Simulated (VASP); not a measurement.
# Al2GaSb3 in VASP: notebook, part 2 of 2

VASP 6.6.1. The steps go on from the part before.

### Step 3. Single point, PBE

INCAR reads:

```
PREC = Accurate
ENCUT = 520
EDIFF = 1E-6
ISMEAR = 0
SIGMA = 0.2
LREAL = False
LASPH = True
NELM = 60
ALGO = Normal
ISIF = 2
LWAVE = False
LCHARG = True
GGA = PE
LELF = True
LVHAR = True
NBANDS = 46
```

KPOINTS reads:

```
Automatic mesh
0
Gamma
  6 6 1
```

POSCAR reads:

```
Al2GaSb3
1.0
    4.3858988120      0.0000000000      0.0000000000
   -2.1929494060      3.7982997896      0.0000000000
    0.0000000000      0.0000000000     21.6724458000
Al Ga Sb
4 2 6
Direct
    0.0000000000      0.0000000000      0.1667870000
    0.6666666667      0.3333333333      0.9998820000
    0.6666666667      0.3333333333      0.3335250000
    0.6666666667      0.3333333333      0.6666060000
    0.0000000000      0.0000000000      0.5004350000
    0.0000000000      0.0000000000      0.8336380000
    0.0000000000      0.0000000000      0.2915540000
    0.0000000000      0.0000000000      0.6249450000
    0.0000000000      0.0000000000      0.9581500000
    0.6666666667      0.3333333333      0.1247310000
    0.6666666667      0.3333333333      0.4583900000
    0.6666666667      0.3333333333      0.7915590000
```

Potentials or basis: VASP PAW PBE potentials, release 64 (Al, Ga_d, Sb).

Launch:

```
$ cat potpaw_PBE.64/Al/POTCAR potpaw_PBE.64/Ga_d/POTCAR potpaw_PBE.64/Sb/POTCAR > POTCAR
$ mpirun -np 1 vasp_std > vasp.out
```

OUTCAR:

```text
PREC = Accurate
   ENCUT = 520
   EDIFF = 1E-6
   ISMEAR = 0
   LREAL = False
   LASPH = True
   NELM = 60
   ISIF = 2
   GGA = PE

 ion  position               nearest neighbor table
   1  0.000  0.000  0.167-  10 2.69  10 2.69  10 2.69   7 2.70
   2  0.667  0.333  1.000-   9 2.69   9 2.69   9 2.69  10 2.71
   3  0.667  0.333  0.334-   7 2.69   7 2.69   7 2.69  11 2.71
   4  0.667  0.333  0.667-   8 2.69   8 2.69   8 2.69  12 2.71
   5  0.000  0.000  0.500-  11 2.69  11 2.69  11 2.69   8 2.70
[... 554 lines left out ...]

 VOLUME and BASIS-vectors are now :
 -----------------------------------------------------------------------------
  energy-cutoff  :      520.00
  volume of cell :      361.04
      direct lattice vectors                 reciprocal lattice vectors
     4.385898812  0.000000000  0.000000000     0.228003436  0.131637845  0.000000000
    -2.192949406  3.798299790  0.000000000     0.000000000  0.263275691  0.000000000
     0.000000000  0.000000000 21.672445800     0.000000000  0.000000000  0.046141539

 POSITION                                       TOTAL-FORCE (eV/Angst)
 -----------------------------------------------------------------------------------
      0.00000      0.00000      3.61468         0.000000      0.000000      0.001760
      2.19295      1.26610     21.66989         0.000000      0.000000      0.007738
      2.19295      1.26610      7.22830        -0.000000     -0.000000      0.016328
      2.19295      1.26610     14.44698         0.000000     -0.000000      0.010194
      0.00000      0.00000     10.84565        -0.000000     -0.000000     -0.003528
      0.00000      0.00000     18.06697         0.000000     -0.000000     -0.007239
      0.00000      0.00000      6.31869        -0.000000     -0.000000     -0.000321
      0.00000      0.00000     13.54409        -0.000000     -0.000000     -0.011711
      0.00000      0.00000     20.76545        -0.000000     -0.000000     -0.010375
      2.19295      1.26610      2.70323        -0.000000     -0.000000     -0.009089
      2.19295      1.26610      9.93443        -0.000000      0.000000      0.001315
      2.19295      1.26610     17.15502        -0.000000      0.000000      0.004928
 -----------------------------------------------------------------------------------
    total drift:                               -0.000002      0.000001     -0.007066

  FREE ENERGIE OF THE ION-ELECTRON SYSTEM (eV)
  ---------------------------------------------------
  free  energy   TOTEN  =       -47.3951877748 eV

  energy  without entropy=      -47.3891870773  energy(sigma->0) =      -47.39218743
```

stdout:

```text
POSCAR found type information on POSCAR AlGaSb
 POSCAR found :  3 types and      12 ions
 scaLAPACK will be used
 LDA part: xc-table for (Slater+PW92), standard interpolation
 POSCAR, INCAR and KPOINTS ok, starting setup
 FFT: planning ... GRIDC
 FFT: planning ... GRID_SOFT
 FFT: planning ... GRID
 WAVECAR not read
 entering main loop
```

Wall time 4.3 min (1 thread of Intel Xeon 8259CL, shared host); peak memory 0.53 GiB.

What came out:

```yaml
Free_energy: -47.3952 eV
Pressure: 0.2 GPa
Largest_force: 0.016 eV/Å
Band_gap_on_the_k_mesh: 0.25 eV
```

Forces on the atoms (eV/Å):
```
Al   0.000  0.000  0.002
Al   0.000  0.000  0.008
Al   0.000  0.000  0.016
Al   0.000  0.000  0.010
Ga   0.000  0.000 -0.004
Ga   0.000  0.000 -0.007
Sb   0.000  0.000  0.000
Sb   0.000  0.000 -0.012
Sb   0.000  0.000 -0.010
Sb   0.000  0.000 -0.009
Sb   0.000  0.000  0.001
Sb   0.000  0.000  0.005
```

Caveat: spin-orbit coupling is left out, which moves the levels of the heavy elements; an odd mesh through Γ misses points on the zone boundary, where band edges can lie.

### Step 4. Single point, PBE

INCAR reads:

```
SYSTEM = Al2GaSb3
ALGO     = Normal         ! electronic algorithm
EDIFF    = 1E-7           ! SCF threshold, eV
ENCUT    = 520            ! plane-wave cutoff, eV
GGA      = PE             ! functional
ISIF     = 2              ! what is computed and relaxed
ISMEAR   = 0              ! smearing method
LASPH    = .True.         ! aspherical terms in the spheres
LCHARG   = .False.        ! write CHGCAR
LREAL    = .False.        ! projectors in reciprocal space
LWAVE    = .False.        ! write WAVECAR
NBANDS   = 46             ! bands
NELM     = 80             ! most SCF steps
PREC     = Accurate       ! precision mode
SIGMA    = 0.2            ! smearing width, eV
```

KPOINTS reads:

```
k-points
0
Gamma
  6 6 1
  0 0 0
```

POSCAR reads:

```
Al2GaSb3
1.0
    4.3887578136     -0.0010516048      0.0005361650
   -2.1952920405      3.7999594042     -0.0002898048
    0.0023576143     -0.0001327887     21.6575999645
Al Ga Sb
4 2 6
Direct
    0.0000371183     -0.0002217384      0.1667821516
    0.6661371688      0.3333504328      0.9998624371
    0.6671062422      0.3335468308      0.3336266440
    0.6666628917      0.3328903105      0.6666272680
   -0.0000147919      0.0000705649      0.5003374026
   -0.0000444769      0.0003695236      0.8334986625
    0.0004147442      0.0002857036      0.2916540252
   -0.0000048005     -0.0003530154      0.6249371730
   -0.0005513250      0.0001062984      0.9581246005
    0.6667666661      0.3330329552      0.1247394487
    0.6667631753      0.3333333700      0.4584377585
    0.6667273878      0.3335887641      0.7915744282
```

Launch:

```
$ cat potpaw_PBE.64/Al/POTCAR potpaw_PBE.64/Ga_d/POTCAR potpaw_PBE.64/Sb/POTCAR > POTCAR
$ mpirun -np 1 vasp_std > vasp.out
```

Run time: 11 min. Hardware: 1 thread of Intel Xeon 8259CL, shared host; peak memory 0.66 GiB.

Results (log left out):

- Free energy: -47.3954 eV
- Pressure: 0.2 GPa
- Largest force: 0.010 eV/Å
- Band gap on the k mesh: 0.24 eV

Forces in eV/Å, atoms in the order of the input:
```
Al   0.000  0.001  0.004
Al   0.001  0.000  0.000
Al   0.000  0.000 -0.001
Al   0.000  0.001 -0.004
Ga   0.001  0.000  0.009
Ga   0.001 -0.001  0.008
Sb  -0.001 -0.001 -0.003
Sb  -0.001  0.001 -0.008
Sb   0.001  0.000 -0.010
Sb  -0.001  0.000 -0.002
Sb   0.000  0.000  0.005
Sb   0.000 -0.001  0.002
```

Levels at points of the mesh, in eV from the valence-band top:
```tsv
k point	band 31	band 32	band 33	band 34	band 35	band 36	band 37	band 38
(0.00, 0.00, 0.00)	-0.30	-0.19	0.00	0.00	0.25	0.68	0.96	1.15
(0.50, 0.00, 0.00)	-1.54	-1.48	-1.44	-1.05	0.76	0.92	1.10	1.27
(0.00, 0.50, 0.00)	-1.54	-1.48	-1.44	-1.05	0.75	0.92	1.10	1.27
(0.50, 0.50, 0.00)	-1.54	-1.47	-1.44	-1.05	0.76	0.92	1.11	1.27
```

Caveat: spin-orbit coupling is left out, which moves the levels of the heavy elements.

### Step 5. Single point, PBE

INCAR reads:

```
PREC = Accurate
ENCUT = 520
EDIFF = 1E-6
ISMEAR = 0
SIGMA = 0.01
LREAL = False
LASPH = True
NELM = 60
ALGO = Normal
ISIF = 2
LWAVE = False
LCHARG = False
GGA = PE
NBANDS = 46
```

KPOINTS reads:

```
Automatic mesh
0
Gamma
  12 12 2
```

POSCAR reads:

```
Al2GaSb3
1.0
    4.3858988120      0.0000000000      0.0000000000
   -2.1929494060      3.7982997896      0.0000000000
    0.0000000000      0.0000000000     21.6724458000
Al Ga Sb
4 2 6
Direct
    0.0000000000      0.0000000000      0.1667870000
    0.6666666667      0.3333333333      0.9998820000
    0.6666666667      0.3333333333      0.3335250000
    0.6666666667      0.3333333333      0.6666060000
    0.0000000000      0.0000000000      0.5004350000
    0.0000000000      0.0000000000      0.8336380000
    0.0000000000      0.0000000000      0.2915540000
    0.0000000000      0.0000000000      0.6249450000
    0.0000000000      0.0000000000      0.9581500000
    0.6666666667      0.3333333333      0.1247310000
    0.6666666667      0.3333333333      0.4583900000
    0.6666666667      0.3333333333      0.7915590000
```

Launch:

```
$ cat potpaw_PBE.64/Al/POTCAR potpaw_PBE.64/Ga_d/POTCAR potpaw_PBE.64/Sb/POTCAR > POTCAR
$ mpirun -np 1 vasp_std > vasp.out
```

Run time: 14 min. Hardware: 1 thread of Intel Xeon Platinum 8259CL at 2.50GHz (Skylake/Cascade Lake), shared host; peak memory 0.83 GiB.

The run converged. Its results:

```
Free energy            : -47.4791 eV
Pressure               : 0.1 GPa
Largest force          : 0.010 eV/Å
Band gap on the k mesh : 0.25 eV
```

Forces in eV/Å, atoms in the order of the input:
```
Al   0.000  0.000  0.001
Al   0.000  0.000  0.001
Al   0.000  0.000  0.003
Al   0.000  0.000  0.003
Ga   0.000  0.000  0.000
Ga   0.000  0.000  0.000
Sb   0.000  0.000 -0.001
Sb   0.000  0.000 -0.010
Sb   0.000  0.000 -0.010
Sb   0.000  0.000 -0.001
Sb   0.000  0.000  0.007
Sb   0.000  0.000  0.008
```

Levels at points of the mesh, in eV from the valence-band top:
| k point | band 31 | band 32 | band 33 | band 34 | band 35 | band 36 | band 37 | band 38 |
| --- | --- | --- | --- | --- | --- | --- | --- | --- |
| (0.00, 0.00, 0.00) | -0.30 | -0.20 | 0.00 | 0.00 | 0.25 | 0.69 | 0.97 | 1.16 |
| (0.50, 0.00, 0.00) | -1.54 | -1.47 | -1.44 | -1.05 | 0.75 | 0.92 | 1.11 | 1.27 |
| (0.00, 0.00, 0.50) | -0.15 | -0.15 | -0.06 | -0.06 | 0.46 | 0.64 | 1.13 | 1.48 |
| (0.50, 0.00, 0.50) | -1.80 | -1.76 | -1.19 | -1.15 | 0.85 | 1.04 | 1.14 | 1.25 |

Caveat: spin-orbit coupling is left out, which moves the levels of the heavy elements.

### Step 6. Summary

| cell | k mesh | smearing | gap on the mesh (eV) | pressure (GPa) | largest force (eV/Å) |
| --- | --- | --- | --- | --- | --- |
| a = 4.386, b = 4.386, c = 21.672 Å, angles 90.0, 90.0, 120.0°, 12 atoms | 6 × 6 × 1 | gaussian 0.1 eV | 0.25 | 0.1 | 0.01 |
| a = 4.386, b = 4.386, c = 21.672 Å, angles 90.0, 90.0, 120.0°, 12 atoms | 6 × 6 × 1 | gaussian 0.2 eV | 0.25 | 0.2 | 0.02 |
| a = 4.389, b = 4.389, c = 21.658 Å, angles 90.0, 90.0, 120.0°, 12 atoms | 6 × 6 × 1 | gaussian 0.2 eV | 0.24 | 0.2 | 0.01 |
| a = 4.386, b = 4.386, c = 21.672 Å, angles 90.0, 90.0, 120.0°, 12 atoms | 12 × 12 × 2 | gaussian 0.01 eV | 0.25 | 0.1 | 0.01 |

Alike in all rows: task single point; level PBE; potentials or basis VASP PAW PBE potentials, release 64 (Al, Ga_d, Sb); no spin polarisation; cutoff (eV) 520.

Caveats: spin-orbit coupling is left out, which moves the levels of the heavy elements; an odd mesh through Γ misses points on the zone boundary, where band edges can lie (at least some runs).

Absolute energies hang on the potentials; compare differences alone.
